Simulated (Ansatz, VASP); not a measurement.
**ZnSe: VASP beside Ansatz**

POSCAR

```
ZnSe
1.0
    2.7236948459      2.7236948459      0.0000000000
   -2.7236948459      2.7236948459      0.0000000000
    0.0000000000      2.7236948459      2.7236948459
Zn Se
1 1
Direct
    0.0000000000      0.0000000000      0.0000000000
    0.7500000000      0.2500000000      0.5000000000
```

Contents of INCAR.step1:

```
PREC     = Accurate       # precision mode
ENCUT    = 520            # plane-wave cutoff, eV
ISMEAR   = 0              # smearing method
SIGMA    = 0.01           # smearing width, eV
LREAL    = F              # projectors in reciprocal space
LASPH    = T              # aspherical terms in the spheres
NELM     = 100            # most SCF steps
NBANDS   = 16             # bands
GGA      = PE             # functional
ALGO     = Normal         # electronic algorithm
EDIFF    = 1E-4           # SCF threshold, eV
LWAVE    = T              # write WAVECAR
LCHARG   = F              # write CHGCAR
```

The input INCAR.step2:

```
PREC     = Accurate       # precision mode
ENCUT    = 520            # plane-wave cutoff, eV
EDIFF    = 1E-6           # SCF threshold, eV
ISMEAR   = 0              # smearing method
SIGMA    = 0.01           # smearing width, eV
LREAL    = F              # projectors in reciprocal space
LASPH    = T              # aspherical terms in the spheres
NELM     = 100            # most SCF steps
ALGO     = Normal         # electronic algorithm
ISIF     = 2              # what is computed and relaxed
LWAVE    = F              # write WAVECAR
LCHARG   = F              # write CHGCAR
METAGGA  = R2SCAN         # meta-GGA
LMIXTAU  = T            
NBANDS   = 16             # bands
ISTART   = 1
```

File KPOINTS:

```
regular mesh
0
Gamma
  8 8 8
```

Input for Ansatz:

```yaml
crystal:
  lattice:
    - [2.72369484586, 2.72369484586, 0.0]
    - [-2.72369484586, 2.72369484586, 0.0]
    - [0.0, 2.72369484586, 2.72369484586]
  atoms:
    - { symbol: Zn, position: [0.0, 0.0, 0.0] }
    - { symbol: Se, position: [0.75, 0.25, 0.5] }
kpoints:
  mp_grid: { grid: [8, 8, 8] }
scf:
  occupations: { method: fixed }
  convergence: { dr2_threshold: 1.0e-10 }
hamiltonian:
  xc: r2scan
  pseudopotentials: { kind: paw }
output:
  forces: true
  stress: true
  eigenstates:
    kpoints:
      - [0.0, 0.0, 0.0]
      - [-0.5, -0.5, -0.5]
      - [-0.5, 0.5, 0.0]
      - [0.0, 0.0, -0.5]
      - [0.0, -0.5, -0.5]
      - [0.0, 0.5, 0.0]
      - [-0.5, 0.0, 0.0]
      - [-0.5, 0.0, -0.5]
  eigenvalues: true
```

Alike in both runs: task single point; functional r2SCAN; k mesh 8 × 8 × 8; no spin polarisation.

|  | VASP | Ansatz |
| --- | --- | --- |
| version | VASP 6.6.1 | Ansatz 0.2.0 |
| potentials or method | VASP PAW PBE potentials, release 64 (Zn, Se) | PAW with Ansatz's default frozen-core files, scalar-relativistic |
| plane-wave cutoff (eV) | 520 | 500 |
| occupations | gaussian, width 0.01 eV | fixed |
| valence electrons in the cell | 18 | 28 |

|  | VASP | Ansatz | Ansatz less VASP |
| --- | --- | --- | --- |
| gap on the k mesh at the Fermi level (eV) | 2.41 | 2.39 | -0.013 |
| pressure (GPa) | 10.2 | 10.0 | -0.18 |

VASP's potentials were made for PBE, not for r2SCAN. VASP's potentials hold 18 valence electrons a cell and Ansatz's 28, so a difference there can come from the potentials and not from the codes.
